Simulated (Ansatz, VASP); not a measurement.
ZnS in VASP and in Ansatz

The input POSCAR:

```
ZnS
1.0
    0.0000000000      2.6940858334      2.6940858334
    2.6940858334      0.0000000000      2.6940858334
    2.6940858334      2.6940858334      0.0000000000
Zn S
1 1
Direct
    0.0000000000      0.0000000000      0.0000000000
    0.2500000000      0.2500000000      0.2500000000
```

The input INCAR.step1:

```
SYSTEM = ZnS
ALGO     = Normal         ! electronic algorithm
EDIFF    = 1E-4           ! SCF threshold, eV
ENCUT    = 520            ! plane-wave cutoff, eV
GGA      = PE             ! functional
ISMEAR   = 0              ! smearing method
LASPH    = .True.         ! aspherical terms in the spheres
LCHARG   = .False.        ! write CHGCAR
LREAL    = .False.        ! projectors in reciprocal space
LWAVE    = .True.         ! write WAVECAR
NBANDS   = 16             ! bands
NELM     = 100            ! most SCF steps
PREC     = Accurate       ! precision mode
SIGMA    = 0.01           ! smearing width, eV
```

Contents of INCAR.step2:

```
SYSTEM = ZnS
ALGO     = Normal         ! electronic algorithm
EDIFF    = 1E-6           ! SCF threshold, eV
ENCUT    = 520            ! plane-wave cutoff, eV
ISIF     = 2              ! what is computed and relaxed
ISMEAR   = 0              ! smearing method
ISTART   = 1            
LASPH    = .True.         ! aspherical terms in the spheres
LCHARG   = .False.        ! write CHGCAR
LMIXTAU  = .True.       
LREAL    = .False.        ! projectors in reciprocal space
LWAVE    = .False.        ! write WAVECAR
METAGGA  = R2SCAN         ! meta-GGA
NBANDS   = 16             ! bands
NELM     = 100            ! most SCF steps
PREC     = Accurate       ! precision mode
SIGMA    = 0.01           ! smearing width, eV
```

KPOINTS

```
k-points
0
Gamma
  8 8 8
  0 0 0
```

Input for Ansatz:

```yaml
crystal:
  lattice:
    - [0.0, 2.6940858334, 2.6940858334]
    - [2.6940858334, 0.0, 2.6940858334]
    - [2.6940858334, 2.6940858334, 0.0]
  atoms:
    - { symbol: Zn, position: [0.0, 0.0, 0.0] }
    - { symbol: S, position: [0.25, 0.25, 0.25] }
kpoints:
  mp_grid: { grid: [8, 8, 8] }
  band_path:
    path:
      - [0.0, 0.0, 0.0]
      - [-0.5, -0.5, 0.0]
      - [-0.375, -0.375, 0.25]
      - [-0.375, 0.0, 0.375]
      - [0.0, 0.0, 0.5]
      - [-0.5, -0.25, 0.25]
    npoints: 1
hamiltonian:
  xc: r2scan
scf:
  occupations: { method: fixed }
  n_extra_bands: 4
output:
  forces: true
  stress: true
  eigenvalues: true
```

Alike in both runs: task single point; functional r2SCAN; k mesh 8 × 8 × 8; no spin polarisation.

|  | VASP | Ansatz |
| --- | --- | --- |
| version | VASP 6.6.1 | Ansatz 0.2.0 |
| potentials or method | VASP PAW PBE potentials, release 64 (Zn, S) | plane waves, PAW |
| plane-wave cutoff (eV) | 520 | 500 |
| occupations | gaussian, width 0.01 eV | fixed |
| valence electrons in the cell | 18 | 18 |

|  | VASP | Ansatz | Ansatz less VASP |
| --- | --- | --- | --- |
| gap on the k mesh at the Fermi level (eV) | 2.72 | 2.71 | -0.010 |
| pressure (GPa) | 0.0 | 0.0 | 0.00 |

VASP's potentials were made for PBE, not for r2SCAN.
